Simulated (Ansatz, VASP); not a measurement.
**SiO2: VASP beside Ansatz**

The input INCAR:

```
SYSTEM = SiO2
PREC = Accurate
ENCUT = 520
EDIFF = 1E-7
ISMEAR = 0
SIGMA = 0.05
LREAL = .FALSE.
LASPH = .TRUE.
NELM = 60
ALGO = Normal
ISIF = 2
LWAVE = .FALSE.
LCHARG = .FALSE.
NBANDS = 34
```

File KPOINTS:

```
regular mesh
0
G
  6 6 4
  0 0 0
```

The input POSCAR:

```
SiO2
1.0
    4.8875374386      0.0000000000      0.0000000000
   -2.4437687193      4.2327315837      0.0000000000
    0.0000000000      0.0000000000      5.4419821688
Si O
3 6
Direct
    0.0000000000      0.5000000000      0.3333333333
    0.5000000000      0.5000000000      0.6666666667
    0.5000000000      0.0000000000      0.0000000000
    0.5843949021      0.7921974511      0.8333333333
    0.7921974511      0.5843949021      0.5000000000
    0.7921974511      0.2078025489      0.1666666667
    0.4156050979      0.2078025489      0.8333333333
    0.2078025489      0.4156050979      0.5000000000
    0.2078025489      0.7921974511      0.1666666667
```

Input for Ansatz:

```yaml
crystal:
  lattice:
    - [4.8875374386, 0.0, 0.0]
    - [-2.4437687193, 4.2327315837, 0.0]
    - [0.0, 0.0, 5.4419821688]
  atoms:
    - { symbol: Si, position: [0.0, 0.5, 0.3333333333] }
    - { symbol: Si, position: [0.5, 0.5, 0.6666666667] }
    - { symbol: Si, position: [0.5, 0.0, 0.0] }
    - { symbol: O, position: [0.5843949021, 0.7921974511, 0.8333333333] }
    - { symbol: O, position: [0.7921974511, 0.5843949021, 0.5] }
    - { symbol: O, position: [0.7921974511, 0.2078025489, 0.1666666667] }
    - { symbol: O, position: [0.4156050979, 0.2078025489, 0.8333333333] }
    - { symbol: O, position: [0.2078025489, 0.4156050979, 0.5] }
    - { symbol: O, position: [0.2078025489, 0.7921974511, 0.1666666667] }
basis:
  ecutwfc: 420
kpoints:
  mp_grid: { grid: [6, 6, 4] }
hamiltonian:
  xc: lda
scf:
  occupations: { method: gaussian, width: 0.05 }
output:
  forces: true
  stress: true
  eigenvalues: true
  write_density: true
  write_potential: true
  elf: true
  volumetric_format: npy
```

Change from the starting cell: strain -0.030 along x and y, -0.015 along z, atoms carried along.

Alike in both runs: task single point; functional LDA; k mesh 6 × 6 × 4; occupations gaussian, width 0.05 eV; no spin polarisation.

```csv
,VASP,Ansatz
version,VASP 6.6.1,Ansatz 0.2.0
potentials or method,"VASP PAW LDA potentials, release 64 (Si, O), cutoff 520 eV","scalar-relativistic, plane waves, PAW"
valence electrons in the cell,48,48
```

```tsv
	VASP	Ansatz	Ansatz less VASP
gap on the k mesh at the Fermi level (eV)	5.78	5.79	+0.006
least direct gap on the mesh (eV)	5.96	5.96	+0.003
pressure (GPa)	17.3	16.6	-0.74
traceless stress, the component that is largest in VASP (GPa)	-0.38	-0.44	-0.063
rms of the force components (eV/Å)	0.335	0.331	-0.0037
```

LDA's correlation is that of Perdew and Zunger in VASP and of Perdew and Wang (1992) in Ansatz. Atom by atom the forces differ by 0.004 eV/Å (rms over components).
